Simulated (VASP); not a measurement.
Set up this calculation in VASP 6.6.1, as the native input.

| Property | Result |
| --- | --- |
| Task | relaxation of cell and atoms |
| Functional | revPBE |
| Potentials or basis | VASP PAW PBE potentials, release 64 (Ba_sv, S) |
| Cutoff | 690 eV |
| k mesh | 7 × 7 × 7 |
| Occupations | gaussian, width 0.03 eV |
| Spin | no spin polarisation |
| Tolerance level | standard |
| Purpose | cell |
| Passes | 3 |
| Further INCAR settings | ALGO = Normal; EDIFF = 1e-07 |

The system is BaS.

```
Ba S
1.0
     0.00000    3.25639    3.25639
     3.25639    0.00000    3.25639
     3.25639    3.25639    0.00000
Ba S
1 1
Direct
  0.00000 0.00000 0.00000
  0.50000 0.50000 0.50000
```

One way to write it, as run:

POSCAR

```
BaS
1.0
    0.0000000000      3.2563884516      3.2563884516
    3.2563884516      0.0000000000      3.2563884516
    3.2563884516      3.2563884516      0.0000000000
Ba S
1 1
Direct
    0.0000000000      0.0000000000      0.0000000000
    0.5000000000      0.5000000000      0.5000000000
```

INCAR.step1

```
ALGO = Normal ; EDIFF = 1E-7
EDIFFG = -0.002 ; EFERMI = MIDGAP
ENCUT = 690 ; GGA = RE
GGA_COMPAT = F ; IBRION = 2
ISIF = 3 ; ISMEAR = 0
LASPH = T ; LCHARG = F
LREAL = F ; LWAVE = F
NELM = 120 ; NELMIN = 4
NSW = 80 ; POTIM = 0.5
PREC = Accurate ; SIGMA = 0.03
```

INCAR.step4

```
ALGO = Normal ; EDIFF = 1E-7
EFERMI = MIDGAP ; ENCUT = 690
GGA = RE ; GGA_COMPAT = F
ISIF = 2 ; ISMEAR = 0
LASPH = T ; LCHARG = F
LREAL = F ; LWAVE = F
NELM = 120 ; PREC = Accurate
SIGMA = 0.03
```

KPOINTS

```
Automatic mesh
0
Gamma
  7 7 7
  0 0 0
```

Potentials or basis: VASP PAW PBE potentials, release 64 (Ba_sv, S).

Launch:

```console
$ cat potpaw_PBE.64/Ba_sv/POTCAR potpaw_PBE.64/S/POTCAR > POTCAR
$ cp INCAR.step1 INCAR
$ cp POSCAR.step1 POSCAR
$ mpirun -np 1 vasp_std > vasp.out
$ cp CONTCAR POSCAR
$ mpirun -np 1 vasp_std > vasp.out
$ cp CONTCAR POSCAR
$ mpirun -np 1 vasp_std > vasp.out
$ cp CONTCAR POSCAR
$ cp INCAR.step4 INCAR
$ mpirun -np 1 vasp_std > vasp.out
```

Results of the run:

```yaml
Relaxed_volume: 34.61 Å³/atom
Relaxed_cell: a = 4.609 Å, b = 4.609 Å, c = 4.609 Å, α = 60.00°, β = 60.00°, γ = 60.00°
Space_group_after_relaxing_to_0.1_Å: Fm-3m (No. 225)
Energy_gained_by_relaxing: 0.0 meV/atom
Ionic_steps: 5
Pressure_after_relaxing: 0.0 GPa
Band_gap_on_the_k_mesh: 2.36 eV (least direct gap 2.53 eV)
```

Caveat: the PAW data sets were made with another functional, which shifts forces and pressure a little; spin-orbit coupling is left out, which moves the levels of the heavy elements; an odd mesh through Γ misses points on the zone boundary, where band edges can lie.

Wall time 76 s on 1 thread of Intel(R) Xeon(R) 6975P-C (Granite Rapids) (shared host), peak memory 0.25 GiB.
